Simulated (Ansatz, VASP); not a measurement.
## BN: VASP beside Ansatz

```
B N
1.0
     2.50435    0.00000    0.00000
    -1.25218    2.16883    0.00000
     0.00000    0.00000    7.01586
B N
2 2
Direct
  0.33333 0.66667 0.25000
  0.66667 0.33333 0.75000
  0.33333 0.66667 0.75000
  0.66667 0.33333 0.25000
```

Alike in both runs: functional PBEsol; k mesh 16 × 16 × 6; occupations fermi-dirac, width 0.1 eV; no spin polarisation.

Ansatz relaxed the structure, and its values are those at the end. VASP's run is a single point on that final structure, the one shown.

|  | VASP | Ansatz |
| --- | --- | --- |
| version | VASP 6.6.1 | Ansatz 0.2.0 |
| potentials or method | VASP PAW PBE potentials, release 64 (B, N) | PAW with Ansatz's default frozen-core files, scalar-relativistic |
| plane-wave cutoff (eV) | 520 | 420 |
| valence electrons in the cell | 16 | 16 |

Ansatz gave:

| Quantity | Value |
| --- | --- |
| pressure (GPa) | 0.0 |

Problem. Estimate VASP's values.

Solution. Pressure (GPa): 0.3.

VASP's potentials were made for PBE, not for PBEsol.
